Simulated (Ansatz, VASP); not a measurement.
## TePb in VASP and in Ansatz

INCAR

```
SYSTEM = TePb
ALGO = Normal ; EDIFF = 1E-7
EDIFFG = -0.01 ; ENCUT = 600
GGA = PE ; IBRION = 2
ISIF = 3 ; ISMEAR = -1
LASPH = .TRUE. ; LCHARG = .FALSE.
LREAL = .FALSE. ; LWAVE = .FALSE.
NELM = 80 ; NSW = 80
PREC = Accurate ; SIGMA = 0.02
```

File KPOINTS:

```
k-points
0
G
  8 8 8
  0 0 0
```

Contents of POSCAR:

```
TePb
1.0
    0.0000000000      3.2310000000      3.2310000000
    3.2310000000      0.0000000000      3.2310000000
    3.2310000000      3.2310000000      0.0000000000
Te Pb
1 1
Direct
    0.5000000000      0.5000000000      0.5000000000
    0.0000000000      0.0000000000      0.0000000000
```

Input for Ansatz:

```yaml
crystal:
  lattice:
    - [0.0, 3.231, 3.231]
    - [3.231, 0.0, 3.231]
    - [3.231, 3.231, 0.0]
  atoms:
    - { symbol: Te, position: [0.5, 0.5, 0.5] }
    - { symbol: Pb, position: [0.0, 0.0, 0.0] }
  symmetry: { tolerance: 0.0003 }
hamiltonian:
  xc: pbe
  pseudopotentials: { kind: paw, azcp: { folder: soft_1 } }
basis:
  ecutwfc: 420
magnetization:
  spin_polarized: false
scf:
  occupations: { method: fermi_dirac, width: 0.02 }
kpoints:
  mp_grid: { grid: [8, 8, 8], shift: [0, 0, 0] }
output:
  forces: true
  stress: true
  eigenvalues: true
relax:
  max_steps: 60
  cell: {}
```

Alike in both runs: task relaxation of cell and atoms; functional PBE; k mesh 8 × 8 × 8; occupations fermi-dirac, width 0.02 eV; no spin polarisation.

|  | VASP | Ansatz |
| --- | --- | --- |
| version | VASP 6.6.1 | Ansatz 0.2.0 |
| potentials or method | VASP PAW PBE potentials, release 64 (Te, Pb_d), cutoff 600 eV | PAW plane waves |
| valence electrons in the cell | 20 | 30 |

VASP gave:

* gap on the k mesh at the Fermi level, each at its own relaxed structure (eV): 0.83
* relaxed volume (Å³/atom): 35.42
* relaxed length of the cell vector where the two differ most in proportion (Å): 4.644

Question: Estimate Ansatz's values.

Answer: gap on the k mesh at the Fermi level, each at its own relaxed structure (eV): 0.84; relaxed volume (Å³/atom): 35.49; relaxed length of the cell vector where the two differ most in proportion (Å): 4.648.

VASP's potentials hold 20 valence electrons a cell and Ansatz's 30, so a difference there can come from the potentials and not from the codes.

Neither program's run includes spin-orbit coupling.
